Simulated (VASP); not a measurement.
# Pb (Fm-3m) in VASP: a series of runs

Runs on Pb. Level: LDA. Tasks: single point.

Everything below comes from runs of VASP 6.6.1. Logs are shortened: lines on timing, memory, paths and dates and some standing lists are left out, and cuts for length are marked.

**1. The cell of the first run**

The structure is cubic, space group Fm-3m (No. 225). Conventional cell: a = 5.039 Å, b = 5.039 Å, c = 5.039 Å, α = 90.00°, β = 90.00°, γ = 90.00°. Pb (site symmetry m-3m) has 12 Pb at 3.56 Å within 4.7 Å.

**2. Single point, LDA (volume scaled by 1.03)**

INCAR reads:

```
PREC = Accurate
ENCUT = 520
EDIFF = 1E-6
ISMEAR = -1
SIGMA = 0.05
LREAL = F
LASPH = T
NELM = 100
ALGO = Normal
ISIF = 2
LWAVE = F
LCHARG = T
LELF = T
LVHAR = T
NBANDS = 13
```

KPOINTS reads:

```
regular mesh
0
Gamma
  13 13 13
```

POSCAR reads:

```
Pb
1.0
    0.0000000000      2.5194568920      2.5194568920
    2.5194568920      0.0000000000      2.5194568920
    2.5194568920      2.5194568920      0.0000000000
Pb
1
Direct
    0.0000000000      0.0000000000      0.0000000000
```

Potentials or basis: VASP PAW LDA potentials, release 64 (Pb_d).

The run is started by

```console
$ cat potpaw_LDA.64/Pb_d/POTCAR > POTCAR
$ mpirun -np 1 vasp_std > vasp.out
```

OUTCAR:

```text
PREC = Accurate
   ENCUT = 520
   EDIFF = 1E-6
   ISMEAR = -1
   LREAL = F
   LASPH = T
   NELM = 100
   ISIF = 2

 ion  position               nearest neighbor table
   1  0.000  0.000  0.000-

  LATTYP: Found a face centered cubic cell.
 ALAT       =     5.0389137840

  Lattice vectors:

 A1 = (   0.0000000000,   2.5194568920,   2.5194568920)
 A2 = (   2.5194568920,   0.0000000000,   2.5194568920)
 A3 = (   2.5194568920,   2.5194568920,   0.0000000000)

Analysis of symmetry for initial positions (statically):
=====================================================================
 Subroutine PRICEL returns:
 Original cell was already a primitive cell.

 Routine SETGRP: Setting up the symmetry group for a
 face centered cubic supercell.

 Subroutine GETGRP returns: Found 48 space group operations
 (whereof 48 operations were pure point group operations)
 out of a pool of 48 trial point group operations.

The static configuration has the point symmetry O_h .

Analysis of symmetry for dynamics (positions and initial velocities):
=====================================================================
 Subroutine PRICEL returns:
 Original cell was already a primitive cell.

 Routine SETGRP: Setting up the symmetry group for a
 face centered cubic supercell.

 Subroutine GETGRP returns: Found 48 space group operations
 (whereof 48 operations were pure point group operations)
 out of a pool of 48 trial point group operations.

The dynamic configuration has the point symmetry O_h .

 Subroutine INISYM returns: Found 48 space group operations
 (whereof 48 operations are pure point group operations),
 and found     1 'primitive' translations

----------------------------------------------------------------------------------------

                                     Primitive cell

  volume of cell :      31.9853

  direct lattice vectors                    reciprocal lattice vectors
     0.000000000  2.519456892  2.519456892    -0.198455469  0.198455469  0.198455469
     2.519456892  0.000000000  2.519456892     0.198455469 -0.198455469  0.198455469
     2.519456892  2.519456892  0.000000000     0.198455469  0.198455469 -0.198455469

  length of vectors
     3.563050106  3.563050106  3.563050106     0.343734956  0.343734956  0.343734956

  position of ions in fractional coordinates (direct lattice)
     0.000000000  0.000000000  0.000000000

  ion indices of the primitive-cell ions
   primitive index   ion index
                 1           1

----------------------------------------------------------------------------------------

 KPOINTS: regular mesh

Automatic generation of k-mesh.
 Grid dimensions read from file:
 generate k-points for:   13   13   13

 Generating k-lattice:

  Cartesian coordinates                     Fractional coordinates (reciprocal lattice)
    -0.015265805  0.015265805  0.015265805     0.076923077  0.000000000  0.000000000
     0.015265805 -0.015265805  0.015265805     0.000000000  0.076923077  0.000000000
     0.015265805  0.015265805 -0.015265805     0.000000000  0.000000000  0.076923077

  Length of vectors
     0.026441150  0.026441150  0.026441150

  Shift w.r.t. Gamma in fractional coordinates (k-lattice)
     0.000000000  0.000000000  0.000000000

 Subroutine IBZKPT returns following result:
 ===========================================

 Found     84 irreducible k-points:

 Following reciprocal coordinates:
            Coordinates               Weight
  0.000000  0.000000  0.000000      1.000000
  0.076923  0.000000  0.000000      8.000000
  0.153846  0.000000  0.000000      8.000000
  0.230769  0.000000  0.000000      8.000000
  0.307692  0.000000  0.000000      8.000000
  0.384615  0.000000  0.000000      8.000000
[... 16 lines left out ...]
  0.384615  0.153846  0.000000     24.000000
  0.461538  0.153846  0.000000     24.000000
 [... further k-points ...]
   k-points           NKPTS =     84   k-points in BZ     NKDIM =     84   number of bands    NBANDS=     13
   number of dos      NEDOS =    301   number of ions     NIONS =      1
   total plane-waves  NPLWV =  21952
   dimension x,y,z NGX =    28 NGY =   28 NGZ =   28
   dimension x,y,z NGXF=    56 NGYF=   56 NGZF=   56
   ions per type =               1
   NGX,Y,Z   is equivalent  to a cutoff of  13.06, 13.06, 13.06 a.u.
   NGXF,Y,Z  is equivalent  to a cutoff of  26.13, 26.13, 26.13 a.u.
 SYSTEM =  unknown system
   PREC   = accura    normal or accurate (medium, high low for compatibility)
   ISTART =      0    job   : 0-new  1-cont  2-samecut
   ICHARG =      2    charge: 1-file 2-atom 10-const
   ISPIN  =      1    spin polarized calculation?
   LNONCOLLINEAR =      F non collinear calculations
   LSORBIT =      F    spin-orbit coupling
   LASPH  =      T    aspherical Exc in radial PAW
   ENCUT  =  520.0 eV  38.22 Ry    6.18 a.u.   6.62  6.62  6.62*2*pi/ulx,y,z
   NELM   =    100;   NELMIN=  2; NELMDL= -5     # of ELM steps
   EDIFF  = 0.1E-05   stopping-criterion for ELM
   LREAL  =      F    real-space projection
   EDIFFG = 0.1E-04   stopping-criterion for IOM
   NSW    =      0    number of steps for IOM
   IBRION =     -1    ionic relax: 0-MD 1-quasi-New 2-CG
   NFREE  =      0    steps in history (QN), initial steepest desc. (CG)
   ISIF   =      2    stress and relaxation
   ISYM   =      2    0-nonsym 1-usesym 2-fastsym
   POTIM  = 0.5000    time-step for ionic-motion
   TEBEG  =    0.0;   TEEND  =   0.0 temperature during run
   PSTRESS=    0.0 pullay stress
   NELECT =      14.0000    total number of electrons
   NUPDOWN=      -1.0000    fix difference up-down
   EMIN   =  10.00;   EMAX   =-10.00  energy-range for DOS
   EFERMI =   0.00;   METHOD = LEGACY
   ISMEAR =    -1;   SIGMA  =   0.05  broadening in eV -4-tet -1-fermi 0-gaus
   EFERMI_NEDOS =   21; number of points for ismear=-14 and -15
   IALGO  =     38    algorithm
   IMIX   =      4    mixing-type and parameters
     AMIX     =   0.40;   BMIX     =  1.00
     AMIX_MAG =   1.60;   BMIX_MAG =  1.00
  volume/ion in A,a.u.               =      31.99       215.85
  Fermi-wavevector in a.u.,A,eV,Ry     =   1.242989  2.348908 21.021292  1.545021
  Thomas-Fermi vector in A             =   2.377319
   LORBIT       =      0    0 simple, 1 ext, 2 COOP (PROOUT), +10 PAW based schemes
   GGA     = CA    functional components
   LHFCALC =     F    Hartree Fock is set to
   AEXX    =    0.0000 exact exchange contribution
   IVDW    =     0    specifies the selected vdW correction
   LEPSILON=     F    determine dielectric tensor
   LRPA    =     F    only Hartree local field effects (RPA)
 non-spin polarized calculation
  energy-cutoff  :      520.00
  volume of cell :       31.99
 maximum number of plane-waves:       887
   NGX = 13   NGY = 13   NGZ = 13

 number of electron      14.0000003 magnetization

 Free energy of the ion-electron system (eV)
  ---------------------------------------------------
  ext. energy  EPLUGINS =         0.00000000
  ---------------------------------------------------
  free energy    TOTEN  =        -4.21649365 eV

  energy without entropy =       -4.21083935  energy(sigma->0) =       -4.21366650

 E-fermi :   6.4612     XC(G=0): -10.2023

 val. band max:        6.4521117730   @ k =   0.3846   0.2308   0.0769
 cond. band min:       6.5256375385   @ k =   0.3846   0.3077   0.0769
 fundamental gap:      0.0735257655
 Fermi energy:         6.4612247953

 k-point     1 :       0.0000    0.0000    0.0000
  band No.  band energies     occupation
      1     -10.5515      2.00000
      2     -10.5515      2.00000
      3     -10.5515      2.00000
      4     -10.4307      2.00000
      5     -10.4307      2.00000
      6      -4.9936      2.00000
      7      13.3530      0.00000
      8      13.3530      0.00000
      9      13.3530      0.00000
     10      16.2133      0.00000
     11      17.2119      0.00000
     12      18.5484      0.00000
     13      18.5484      0.00000

 k-point     2 :       0.0769    0.0000    0.0000
  band No.  band energies     occupation
      1     -10.5514      2.00000
      2     -10.5441      2.00000
      3     -10.5441      2.00000
      4     -10.4311      2.00000
      5     -10.4311      2.00000
      6      -4.8862      2.00000
      7      12.1021      0.00000
      8      13.2214      0.00000
      9      13.2214      0.00000
     10      15.9050      0.00000
     11      17.8329      0.00000
     12      18.7833      0.00000
     13      18.7833      0.00000

 k-point     3 :       0.1538    0.0000    0.0000
  band No.  band energies     occupation
      1     -10.5520      2.00000
      2     -10.5282      2.00000
      3     -10.5282      2.00000
      4     -10.4274      2.00000
      5     -10.4274      2.00000
      6      -4.5643      2.00000
      7       9.8770      0.00000
      8      12.8923      0.00000
      9      12.8923      0.00000
     10      15.5321      0.00000
     11      18.8402      0.00000
     12      19.1183      0.00000
     13      19.2152      0.00000
[... 305 lines left out ...]
 k-point    23 :       0.3846    0.1538    0.0000
  band No.  band energies     occupation
      1     -10.5829      2.00000
      2     -10.5141      2.00000
      3     -10.4784      2.00000
      4     -10.4041      2.00000
      5     -10.3287      2.00000
      6      -2.6902      2.00000
      7       5.2050      2.00000
      8      10.0708      0.00000
      9      10.4926      0.00000
     10      14.1659      0.00000
     11      17.6188      0.00000
     12      19.3023      0.00000
     13      19.7934      0.00000

 k-point    24 :       0.4615    0.1538    0.0000
  band No.  band energies     occupation
      1     -10.5769      2.00000
      2     -10.5181      2.00000
      3     -10.4880      2.00000
      4     -10.3789      2.00000
      5     -10.3117      2.00000
      6      -1.8973      2.00000
      7       3.7052      2.00000
      8       9.4585      0.00000
      9      10.5210      0.00000
     10      14.0486      0.00000
     11      18.1689      0.00000
     12      19.1909      0.00000
     13      19.8400      0.00000

 [... further k-points ...]

------------------------ aborting loop because EDIFF is reached ----------------------------------------

  FORCE on cell =-STRESS in cart. coord.  units (eV):
  Direction    XX          YY          ZZ          XY          YZ          ZX
  --------------------------------------------------------------------------------------
  -------------------------------------------------------------------------------------
  Total       -0.7672587     -0.7672587     -0.7672587     -0.0000000     -0.0000000      0.0000000
  in kB      -38.4327624    -38.4327624    -38.4327624     -0.0000000     -0.0000000      0.0000000
  external PRESSURE =     -38.4327624 kB  Pullay stress =       0.0000000 kB

 VOLUME and BASIS-vectors are now :
 -----------------------------------------------------------------------------
  energy-cutoff  :      520.00
  volume of cell :       31.99
      direct lattice vectors                 reciprocal lattice vectors
     0.000000000  2.519456892  2.519456892    -0.198455469  0.198455469  0.198455469
     2.519456892  0.000000000  2.519456892     0.198455469 -0.198455469  0.198455469
     2.519456892  2.519456892  0.000000000     0.198455469  0.198455469 -0.198455469

 POSITION                                       TOTAL-FORCE (eV/Angst)
 -----------------------------------------------------------------------------------
      0.00000      0.00000      0.00000         0.000000      0.000000     -0.000000
 -----------------------------------------------------------------------------------
    total drift:                               -0.000000     -0.000000     -0.000000

  FREE ENERGIE OF THE ION-ELECTRON SYSTEM (eV)
  ---------------------------------------------------
  free  energy   TOTEN  =        -4.2164936517 eV

  energy  without entropy=       -4.2108393529  energy(sigma->0) =       -4.21366650
```

Run time: 20 s. Hardware: 1 thread of Intel Xeon 6975P-C, shared host; peak memory 0.16 GiB.

What came out:

```
Free energy            : -4.2165 eV
Pressure               : -3.8 GPa
Band gap on the k mesh : zero (band 7 reaches 13.35 eV, above the bottom of band 8 at 4.86 eV)
```

Levels at points of the mesh, in eV from the Fermi level:
```tsv
k point	band 3	band 4	band 5	band 6	band 7	band 8	band 9	band 10	band 11	band 12
(0.00, 0.00, 0.00)	-17.01	-16.89	-16.89	-11.45	6.89	6.89	6.89	9.75	10.75	12.09
```

Caveat: spin-orbit coupling is left out, which moves the levels of the heavy elements.

(Continued in part 2 of 2.)
